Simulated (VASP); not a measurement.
HfN: single point with PBEsol

The system is HfN.

```
CELL_PARAMETERS angstrom
0.00000 2.16864 2.25900
2.16864 0.00000 2.25900
2.16864 2.16864 0.00000
ATOMIC_POSITIONS crystal
Hf 0.00000 0.00000 0.00000
N 0.50000 0.50000 0.50000
```

This cell differs from its parent crystal: strain -0.040 along x and y, +0.000 along z.

```
Program                : VASP 6.6.1
Task                   : single point
Functional             : PBEsol
Potentials or basis    : VASP PAW PBE potentials, release 64 (Hf_pv, N)
Cutoff                 : 520 eV
k mesh                 : 18 × 18 × 18
Occupations            : gaussian, width 0.15 eV
Spin                   : no spin polarisation
Dipole correction      : no
Further INCAR settings : ALGO = Normal; EDIFF = 1e-06; NBANDS = 14
```

```yaml
Pressure: 22.5 GPa
Band_gap_on_the_k_mesh: zero (an odd number of electrons rules out a gap without spin polarisation)
```

Stress tensor (GPa, compression positive):
```
31.63  0.00  0.00
 0.00 31.63  0.00
 0.00  0.00  4.10
```

Levels at points of the mesh, in eV from the Fermi level:
```
           k point  band 5  band 6  band 7  band 8  band 9  band 10  band 11  band 12
(0.00, 0.00, 0.00)   -3.24   -2.99   -2.99   -0.76   -0.25    -0.25     1.31     2.47
(0.50, 0.00, 0.00)   -9.39   -6.65   -6.60    3.68    4.01     4.34     4.83     9.23
(0.50, 0.50, 0.00)   -5.66   -4.16   -3.54   -3.54    4.54     6.19     6.19     6.64
(0.50, 0.00, 0.50)   -5.17   -4.26   -3.88   -3.61    4.38     5.84     6.54     6.81
```

Run time: 120 s on 1 thread of Intel Xeon 8259CL (shared host), peak memory 0.27 GiB.

Caveat: the cell differs from its parent crystal (strain -0.040 along x and y, +0.000 along z); the cell stands under pressure; the PAW data sets were made with another functional, which shifts forces and pressure a little; spin-orbit coupling is left out, which moves the levels of the heavy elements.
